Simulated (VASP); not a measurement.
Input of a VASP 6.6.1 run:

Contents of INCAR:

```
PREC = Accurate
ENCUT = 500
EDIFF = 1E-6
ISMEAR = -1
SIGMA = 0.1
LREAL = F
LASPH = T
NELM = 120
ALGO = Normal
ISIF = 2
LWAVE = F
LCHARG = F
GGA = PE
NBANDS = 10
GGA_COMPAT = F
```

The input KPOINTS:

```
regular mesh
0
Gamma
  4 8 8
```

Contents of POSCAR:

```
Al
1.0
    0.0000000000      4.0400000000      4.0400000000
    2.0200000000     -2.0200000000      0.0000000000
    2.0200000000      0.0000000000     -2.0200000000
Al
2
Direct
   -0.2650053907     -0.5100035938     -0.5100035938
    0.2650053907     -0.4899964062     -0.4899964062
```

Potentials or basis: VASP PAW PBE potentials, release 64 (Al).

Command:

```console
$ cat potpaw_PBE.64/Al/POTCAR > POTCAR
$ mpirun -np 1 vasp_std > vasp.out
```

(1) What does it give for the pressure?

(2) Predict the band gap on the k mesh.

(3) Estimate the largest force.

## Answers

(1) 1.0 GPa.

(2) zero (band 3 reaches 11.80 eV, above the bottom of band 4 at 6.45 eV).

(3) 0.692 eV/Å.
